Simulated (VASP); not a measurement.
# Mg in VASP: a series of runs, part 2 of 2

VASP 6.6.1. Earlier steps stand in the parts before.

**3. Single point, PBE**

The input, INCAR:

```
PREC = Accurate ; ENCUT = 520
EDIFF = 1E-7 ; ISMEAR = 0
SIGMA = 0.15 ; LREAL = Auto
LASPH = True ; NELM = 80
ALGO = Normal ; ISIF = 2
LWAVE = False ; LCHARG = True
GGA = PE ; LELF = True
LVHAR = True ; NBANDS = 31
```

The input, KPOINTS:

```
regular mesh
0
Gamma
  3 3 1
```

The input, POSCAR:

```
Mg
1.0
    6.4200000000      0.0000000000      0.0000000000
    3.2100000000      5.5598830000      0.0000000000
    0.0000000000      0.0000000000     19.8195600000
Mg
17
Direct
   -0.1666666367      0.3333332734      0.0504552069
    0.3333333633      0.3333332734      0.0504552069
   -0.1666666817      0.8333333633      0.0504552069
    0.3333333183      0.8333333633      0.0504552069
    0.0022568685     -0.0001374130      0.1850409394
    0.5034121250     -0.0011320382      0.1855751591
    0.0012900426      0.5010781702      0.1855953412
    0.5031540250      0.5009333830      0.1853461934
   -0.1628369997      0.3327827222      0.3140225111
    0.3382575480      0.3348568666      0.3121640440
   -0.1626794983      0.8336630465      0.3140151951
    0.3361868193      0.8336833707      0.3140122182
    0.0027007964     -0.0019906894      0.4517394937
    0.5015869487      0.0051092802      0.4461746880
    0.0098464565      0.4967771804      0.4460397708
    0.5071967383      0.5024280187      0.4521204810
    0.7550633735      0.7495053403      0.5827190412
```

Potentials or basis: VASP PAW PBE potentials, release 64 (Mg).

Launch:

```console
> cat potpaw_PBE.64/Mg/POTCAR > POTCAR
> mpirun -np 1 vasp_std > vasp.out
```

OUTCAR:

```text
PREC = Accurate
   ENCUT = 520
   EDIFF = 1E-7
   ISMEAR = 0
   LREAL = Auto
   LASPH = True
   NELM = 80
   ISIF = 2
   GGA = PE

 ion  position               nearest neighbor table
   1  0.833  0.333  0.050-   4 3.21   3 3.21   2 3.21   2 3.21   3 3.21   4 3.21   8 3.24   5 3.25
                             7 3.26
   2  0.333  0.333  0.050-   3 3.21   4 3.21   1 3.21   1 3.21   4 3.21   3 3.21   7 3.25   6 3.26
                             8 3.27
   3  0.833  0.833  0.050-   2 3.21   1 3.21   4 3.21   4 3.21   1 3.21   2 3.21   6 3.25   7 3.25
                             5 3.25
   4  0.333  0.833  0.050-   1 3.21   2 3.21   3 3.21   3 3.21   2 3.21   1 3.21   5 3.24   8 3.25
                             6 3.26
   5  0.002  1.000  0.185-  11 3.15   9 3.16  12 3.16   7 3.21   6 3.21   8 3.21   8 3.21   6 3.21
                             7 3.21   4 3.24   1 3.25   3 3.25
   6  0.503  0.999  0.186-  10 3.13  12 3.15  11 3.15   7 3.20   8 3.20   5 3.21   5 3.21   8 3.22
                             7 3.22   3 3.25   2 3.26   4 3.26
   7  0.001  0.501  0.186-  10 3.13   9 3.15  11 3.15   6 3.20   8 3.20   5 3.21   5 3.21   8 3.22
                             6 3.22   2 3.25   3 3.25   1 3.26
   8  0.503  0.501  0.185-  10 3.12  12 3.15   9 3.15   6 3.20   7 3.20   5 3.21   5 3.21   7 3.22
                             6 3.22   1 3.24   4 3.25   2 3.27
   9  0.837  0.333  0.314-   7 3.15   8 3.15   5 3.16  10 3.20  11 3.20  12 3.20  12 3.22  11 3.22
                            15 3.22  10 3.22  16 3.30  13 3.30
  10  0.338  0.335  0.312-   8 3.12   6 3.13   7 3.13  12 3.20   9 3.20  11 3.21  11 3.21  15 3.22
                             9 3.22  12 3.22  14 3.23  16 3.35
  11  0.837  0.834  0.314-   7 3.15   5 3.15   6 3.15  12 3.20   9 3.20  10 3.21  10 3.21   9 3.22
                            14 3.22  12 3.22  15 3.22  13 3.29
  12  0.336  0.834  0.314-   6 3.15   8 3.15   5 3.16  10 3.20  11 3.20   9 3.20   9 3.22  11 3.22
                            14 3.22  10 3.22  16 3.30  13 3.30
  13  0.003  0.998  0.452-  14 3.20  15 3.20  16 3.21  16 3.21  15 3.23  14 3.23  11 3.29  12 3.30
                             9 3.30
  14  0.502  0.005  0.446-  15 3.16  17 3.16  13 3.20  16 3.21  16 3.21  11 3.22  12 3.22  10 3.23
                            13 3.23  15 3.26
  15  0.010  0.497  0.446-  14 3.16  17 3.16  13 3.20  16 3.21  16 3.21   9 3.22  11 3.22  10 3.22
                            13 3.23  14 3.26
  16  0.507  0.502  0.452-  13 3.21  13 3.21  15 3.21  14 3.21  14 3.21  15 3.21   9 3.30  12 3.30
                            10 3.35
  17  0.755  0.750  0.583-  15 3.16  14 3.16

[... 180 lines left out ...]
  volume of cell :      707.45
 maximum number of plane-waves:     19087
   NGX = 23   NGY = 23   NGZ = 73

 number of electron      34.0000000 magnetization

 Free energy of the ion-electron system (eV)
  ---------------------------------------------------
  ext. energy  EPLUGINS =         0.00000000
  ---------------------------------------------------
  free energy    TOTEN  =       -21.86821075 eV

  energy without entropy =      -21.67753324  energy(sigma->0) =      -21.77287200

 E-fermi :   0.0078     XC(G=0):  -5.7280

 val. band max:       -0.0029857368   @ k =   0.3333   0.3333   0.0000
 cond. band min:       0.0330707796   @ k =   0.0000   0.3333   0.0000
 fundamental gap:      0.0360565164
 Fermi energy:         0.0078370759

 k-point     1 :       0.0000    0.0000    0.0000
  band No.  band energies     occupation
      1      -6.6331      2.00000
      2      -5.8735      2.00000
      3      -4.7419      2.00000
      4      -3.2020      2.00000
      5      -1.9707      2.00000
      6      -1.9023      2.00000
[... 149 lines left out ...]
     28       2.3829      0.00000
     29       2.8985      0.00000
 [bands above 29 left out]

------------------------ aborting loop because EDIFF is reached ----------------------------------------

  FORCE on cell =-STRESS in cart. coord.  units (eV):
  Direction    XX          YY          ZZ          XY          YZ          ZX
  --------------------------------------------------------------------------------------
  -------------------------------------------------------------------------------------
  Total       -5.1202602     -4.9613265     -0.1848813     -0.1576757      0.0049340     -0.1095376
  in kB      -11.5959925    -11.2360510     -0.4187058     -0.3570925      0.0111743     -0.2480729
  external PRESSURE =      -7.7502497 kB  Pullay stress =       0.0000000 kB

 VOLUME and BASIS-vectors are now :
 -----------------------------------------------------------------------------
  energy-cutoff  :      520.00
  volume of cell :      707.45
      direct lattice vectors                 reciprocal lattice vectors
     6.420000000  0.000000000  0.000000000     0.155763240 -0.089929950  0.000000000
     3.210000000  5.559883000  0.000000000     0.000000000  0.179859900  0.000000000
     0.000000000  0.000000000 19.819560000     0.000000000  0.000000000  0.050455207

 POSITION                                       TOTAL-FORCE (eV/Angst)
 -----------------------------------------------------------------------------------
      6.42000      1.85329      1.00000         0.000515      0.021300      0.003727
      3.21000      1.85329      1.00000         0.009973      0.003545     -0.008678
      8.02500      4.63324      1.00000        -0.014269     -0.011839      0.029144
      4.81500      4.63324      1.00000         0.020583     -0.014862      0.003072
      3.22405      5.55912      3.66743        -0.003534     -0.000018      0.000985
      6.43827      5.55359      3.67802         0.002058      0.001450      0.001075
[... 9 lines left out ...]
      4.86900      2.79344      8.96083        -0.005058     -0.001100     -0.011874
      7.25342      4.16716     11.54924        -0.000655     -0.000160     -0.003589
 -----------------------------------------------------------------------------------
    total drift:                               -0.001112      0.000073      0.008130

  FREE ENERGIE OF THE ION-ELECTRON SYSTEM (eV)
  ---------------------------------------------------
  free  energy   TOTEN  =       -21.8682107532 eV

  energy  without entropy=      -21.6775332449  energy(sigma->0) =      -21.77287200
```

stdout:

```text
POSCAR found type information on POSCAR Mg
 POSCAR found :  1 types and      17 ions
 scaLAPACK will be used
 LDA part: xc-table for (Slater+PW92), standard interpolation
 POSCAR, INCAR and KPOINTS ok, starting setup
 FFT: planning ... GRIDC
 FFT: planning ... GRID_SOFT
 FFT: planning ... GRID
 WAVECAR not read
 entering main loop
```

Wall time 2.1 min (1 thread of Intel Xeon 6975P-C (Granite Rapids), shared host); peak memory 0.65 GiB.

Results:

```yaml
Free_energy: -21.8682 eV
Largest_force: 0.035 eV/Å
Band_gap_on_the_k_mesh: zero (band 17 reaches 0.14 eV, above the bottom of band 18 at -0.42 eV)
```

Forces in eV/Å, atoms in the order of the input:
```
Mg   0.001  0.021  0.004
Mg   0.010  0.004 -0.009
Mg  -0.014 -0.012  0.029
Mg   0.021 -0.015  0.003
Mg  -0.004  0.000  0.001
Mg   0.002  0.001  0.001
Mg  -0.001  0.002  0.000
Mg  -0.002 -0.002 -0.001
Mg  -0.003  0.001 -0.002
Mg   0.001 -0.001  0.002
Mg  -0.003  0.001 -0.003
Mg   0.002  0.000  0.000
Mg   0.000  0.000 -0.006
Mg  -0.003 -0.001 -0.004
Mg  -0.002  0.001 -0.001
Mg  -0.005 -0.001 -0.012
Mg  -0.001  0.000 -0.004
```

Caveat: the k points lie up to 0.38 Å⁻¹ apart.

**4. Single point, PBE**

The input, INCAR:

```
SYSTEM = Mg
PREC = Accurate
ENCUT = 520
EDIFF = 1E-6
ISMEAR = 0
SIGMA = 0.15
LREAL = Auto
LASPH = .TRUE.
NELM = 80
ALGO = Normal
ISIF = 2
LWAVE = .FALSE.
LCHARG = .FALSE.
GGA = PE
NBANDS = 31
```

The input, KPOINTS:

```
Automatic mesh
0
G
  3 3 1
  0 0 0
```

The input, POSCAR:

```
Mg
1.0
    6.4200000000      0.0000000000      0.0000000000
    3.2100000000      5.5598830000      0.0000000000
    0.0000000000      0.0000000000     19.8195600000
Mg
17
Direct
   -0.1666666367      0.3333332734      0.0504552069
    0.3333333633      0.3333332734      0.0504552069
   -0.1666666817      0.8333333633      0.0504552069
    0.3333333183      0.8333333633      0.0504552069
    0.0007621477     -0.0017439216      0.1853102188
    0.5024039016     -0.0023358405      0.1855281348
    0.0002681890      0.4998767060      0.1855454410
    0.5016276878      0.4990745309      0.1850830190
   -0.1650006461      0.3306751239      0.3136068611
    0.3361071967      0.3322438620      0.3124862005
   -0.1647186039      0.8314041860      0.3141457227
    0.3342999829      0.8312987881      0.3135923805
    0.0005371750     -0.0047322938      0.4510617289
    0.4986746314     -0.0000561163      0.4467173338
    0.0051303271      0.4933010281      0.4465496207
    0.5033391900      0.4980552648      0.4517879812
    0.7968061863      0.7899664435      0.5817714924
```

Launch:

```console
> cat potpaw_PBE.64/Mg/POTCAR > POTCAR
> mpirun -np 1 vasp_std > vasp.out
```

Wall time 1.8 min (1 thread of Intel Xeon 6975P-C (Granite Rapids), shared host); peak memory 0.65 GiB.

It converged, with:

```yaml
Free_energy: -21.8752 eV
Largest_force: 0.037 eV/Å
Band_gap_on_the_k_mesh: zero (band 17 reaches 0.15 eV, above the bottom of band 18 at -0.40 eV)
```

Forces in eV/Å, atoms in the order of the input:
```
Mg  -0.004  0.009 -0.002
Mg   0.006  0.001 -0.005
Mg  -0.009 -0.009  0.035
Mg   0.008 -0.014 -0.002
Mg  -0.002  0.000  0.001
Mg   0.000  0.000  0.000
Mg  -0.001  0.001  0.000
Mg   0.000  0.000  0.002
Mg  -0.003  0.001 -0.004
Mg   0.000  0.000  0.001
Mg  -0.003  0.001  0.001
Mg   0.002 -0.001 -0.002
Mg  -0.004 -0.002 -0.004
Mg  -0.002 -0.001 -0.006
Mg  -0.001  0.002 -0.003
Mg  -0.005 -0.001 -0.009
Mg   0.019  0.012 -0.003
```

Levels at points of the mesh, in eV from the Fermi level:
| k point | band 13 | band 14 | band 15 | band 16 | band 17 | band 18 | band 19 | band 20 | band 21 | band 22 |
| --- | --- | --- | --- | --- | --- | --- | --- | --- | --- | --- |
| (0.00, 0.00, 0.00) | -1.22 | -1.20 | -1.16 | -1.14 | -1.13 | -0.41 | -0.08 | -0.06 | 0.07 | 0.15 |

Caveat: the k points lie up to 0.38 Å⁻¹ apart.

**5. Single point, PBE**

The input, INCAR:

```
PREC     = Accurate       # precision mode
ENCUT    = 520            # plane-wave cutoff, eV
EDIFF    = 1E-6           # SCF threshold, eV
ISMEAR   = 0              # smearing method
SIGMA    = 0.15           # smearing width, eV
LREAL    = Auto         
LASPH    = T              # aspherical terms in the spheres
NELM     = 60             # most SCF steps
ALGO     = Normal         # electronic algorithm
ISIF     = 2              # what is computed and relaxed
LWAVE    = F              # write WAVECAR
LCHARG   = F              # write CHGCAR
GGA      = PE             # functional
NBANDS   = 31             # bands
```

The input, KPOINTS:

```
Automatic mesh
0
Gamma
  3 3 1
```

The input, POSCAR:

```
Mg
1.0
    6.4200000000      0.0000000000      0.0000000000
    3.2100000000      5.5598830000      0.0000000000
    0.0000000000      0.0000000000     19.8195600000
Mg
17
Direct
   -0.1666666367      0.3333332734      0.0504552069
    0.3333333633      0.3333332734      0.0504552069
   -0.1666666817      0.8333333633      0.0504552069
    0.3333333183      0.8333333633      0.0504552069
   -0.0005991908     -0.0021710889      0.1855672881
    0.5004604336     -0.0015962566      0.1852292886
   -0.0004779106      0.4999405563      0.1855868647
    0.4989144631      0.4990498901      0.1851293873
   -0.1691754962      0.3326179706      0.3124746967
    0.3336245689      0.3307742267      0.3136553990
   -0.1673140889      0.8316041902      0.3141207474
    0.3337017123      0.8314822452      0.3135893531
    0.0005591065      0.0007278930      0.4463662665
    0.5040376119     -0.0043749122      0.4511949811
    0.0002794410      0.4938339530      0.4466933676
    0.4977052212      0.4987041994      0.4516591186
    0.9296290461      0.7829749295      0.5825159590
```

Potentials or basis: VASP PAW PBE potentials, release 64 (Mg).

Launch:

```console
> cat potpaw_PBE.64/Mg/POTCAR > POTCAR
> mpirun -np 1 vasp_std > vasp.out
```

OUTCAR:

```text
PREC = Accurate
   ENCUT = 520
   EDIFF = 1E-6
   ISMEAR = 0
   LREAL = Auto
   LASPH = T
   NELM = 60
   ISIF = 2
   GGA = PE

 ion  position               nearest neighbor table
   1  0.833  0.333  0.050-   4 3.21   3 3.21   2 3.21   2 3.21   3 3.21   4 3.21   8 3.25   7 3.26
                             5 3.26
   2  0.333  0.333  0.050-   3 3.21   4 3.21   1 3.21   1 3.21   4 3.21   3 3.21   8 3.24   6 3.26
                             7 3.26
   3  0.833  0.833  0.050-   2 3.21   1 3.21   4 3.21   4 3.21   1 3.21   2 3.21   5 3.25   6 3.25
                             7 3.26
[... 396 lines left out ...]
  Total       -5.0633739     -4.9764007     -0.1661574      0.0966437      0.1069316     -0.0534508
  in kB      -11.4671606    -11.2701898     -0.3763012      0.2188717      0.2421709     -0.1210514
  external PRESSURE =      -7.7045506 kB  Pullay stress =       0.0000000 kB

 VOLUME and BASIS-vectors are now :
 -----------------------------------------------------------------------------
  energy-cutoff  :      520.00
  volume of cell :      707.45
      direct lattice vectors                 reciprocal lattice vectors
     6.420000000  0.000000000  0.000000000     0.155763240 -0.089929950  0.000000000
     3.210000000  5.559883000  0.000000000     0.000000000  0.179859900  0.000000000
     0.000000000  0.000000000 19.819560000     0.000000000  0.000000000  0.050455207

 POSITION                                       TOTAL-FORCE (eV/Angst)
 -----------------------------------------------------------------------------------
      6.42000      1.85329      1.00000        -0.006637      0.001395     -0.005998
      3.21000      1.85329      1.00000         0.003162      0.011619     -0.001165
      8.02500      4.63324      1.00000         0.010146     -0.010011      0.033222
      4.81500      4.63324      1.00000        -0.010819     -0.014079     -0.000875
      9.61918      5.54781      3.67786         0.002364     -0.001212     -0.002127
      6.41783      5.55101      3.67116         0.001071     -0.001187      0.001428
[... 9 lines left out ...]
      4.79611      2.77274      8.95169         0.001442     -0.000373     -0.007772
      8.48157      4.35325     11.54521        -0.017382      0.012035     -0.007247
 -----------------------------------------------------------------------------------
    total drift:                                0.000587     -0.000110      0.008978

  FREE ENERGIE OF THE ION-ELECTRON SYSTEM (eV)
  ---------------------------------------------------
  free  energy   TOTEN  =       -21.8730595438 eV

  energy  without entropy=      -21.6864462858  energy(sigma->0) =      -21.77975291
```

OSZICAR:

```text
N       E                     dE             d eps       ncg     rms          rms(c)
DAV:   1     0.502794027089E+02    0.50279E+02   -0.87821E+03   310   0.740E+02
DAV:   2    -0.189666595095E+02   -0.69246E+02   -0.64277E+02   369   0.887E+01
DAV:   3    -0.230786254714E+02   -0.41120E+01   -0.39359E+01   412   0.191E+01
DAV:   4    -0.231972321138E+02   -0.11861E+00   -0.11835E+00   429   0.393E+00
DAV:   5    -0.232007893869E+02   -0.35573E-02   -0.35570E-02   447   0.713E-01    0.370E+00
DAV:   6    -0.226770327797E+02    0.52376E+00   -0.10668E+01   397   0.668E+00    0.252E+00
DAV:   7    -0.220276102551E+02    0.64942E+00   -0.20076E+00   346   0.553E+00    0.169E+00
DAV:   8    -0.219069365467E+02    0.12067E+00   -0.62193E-01   366   0.258E+00    0.120E+00
DAV:   9    -0.218749097010E+02    0.32027E-01   -0.12041E-01   368   0.128E+00    0.217E-01
DAV:  10    -0.218731570453E+02    0.17527E-02   -0.14678E-02   373   0.492E-01    0.110E-01
DAV:  11    -0.218731330774E+02    0.23968E-04   -0.32863E-03   362   0.200E-01    0.366E-02
DAV:  12    -0.218730367241E+02    0.96353E-04   -0.54325E-04   352   0.761E-02    0.283E-02
DAV:  13    -0.218730260298E+02    0.10694E-04   -0.13479E-04   324   0.405E-02    0.880E-03
DAV:  14    -0.218730354750E+02   -0.94451E-05   -0.73688E-05   310   0.274E-02    0.796E-03
DAV:  15    -0.218730496336E+02   -0.14159E-04   -0.36267E-05   310   0.235E-02    0.317E-03
DAV:  16    -0.218730553622E+02   -0.57286E-05   -0.48841E-06   310   0.971E-03    0.190E-03
DAV:  17    -0.218730586205E+02   -0.32583E-05   -0.22781E-06   306   0.553E-03    0.821E-04
DAV:  18    -0.218730595438E+02   -0.92331E-06   -0.49901E-07   251   0.282E-03
   1 F= -.21873060E+02 E0= -.21779753E+02  d E =-.186613E+00
```

Run time: 1.7 min. Hardware: 1 thread of Intel Xeon 6975P-C (Granite Rapids), shared host; peak memory 0.65 GiB.

Results:

```
Free energy            : -21.8731 eV
Largest force          : 0.036 eV/Å
Band gap on the k mesh : zero (band 17 reaches 0.15 eV, above the bottom of band 18 at -0.41 eV)
```

Forces in eV/Å, atoms in the order of the input:
```
Mg  -0.007  0.001 -0.006
Mg   0.003  0.012 -0.001
Mg   0.010 -0.010  0.033
Mg  -0.011 -0.014 -0.001
Mg   0.002 -0.001 -0.002
Mg   0.001 -0.001  0.001
Mg   0.001  0.001  0.000
Mg  -0.001  0.003  0.001
Mg   0.001  0.000 -0.002
Mg   0.002  0.002 -0.001
Mg   0.002  0.000  0.001
Mg   0.001  0.000 -0.001
Mg   0.000 -0.004  0.002
Mg   0.003 -0.003 -0.002
Mg   0.006  0.002 -0.006
Mg   0.001  0.000 -0.008
Mg  -0.017  0.012 -0.007
```

Caveat: the k points lie up to 0.38 Å⁻¹ apart.
